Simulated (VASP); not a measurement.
Crystal: CoO.

```
Co O
1.0
     0.00000    2.11719    2.11719
     2.11719    0.00000    2.11719
     2.11719    2.11719    0.00000
Co O
1 1
Direct
  0.00000 0.00000 0.00000
  0.50000 0.50000 0.50000
```

Base run:

| Property | Result |
| --- | --- |
| Program | VASP 6.6.1 |
| Functional | BLYP |
| Dispersion | D3(BJ) |
| Potentials or basis | VASP PAW PBE potentials, release 64 (Co, O) |
| Cutoff | 520 eV |
| k mesh | 11 × 11 × 11 |
| Occupations | fermi-dirac, width 0.05 eV |
| Spin | collinear spin, ferromagnetic start |
| Starting moments | [2.0, 0.0] μB |

Its results: pressure 11.5 GPa; net moment 2.66 μB per cell; site moments Co +2.37; O +0.24 μB.

The run is repeated on the same cell with these changes: functional from BLYP to PBE; dispersion from D3(BJ) to none. What comes out?

Pressure 1.0 GPa; net moment 2.85 μB per cell; site moments Co +2.52; O +0.28 μB.

Several settings changed at once, so the effect can't be laid on one alone.

Caveats: a cell with one magnetic atom can't hold antiferromagnetic order, which such compounds often take; the PAW data sets were made with another functional, which shifts forces and pressure a little (some runs); pairwise dispersion overbinds metals, which lowers pressure and volume (some runs).
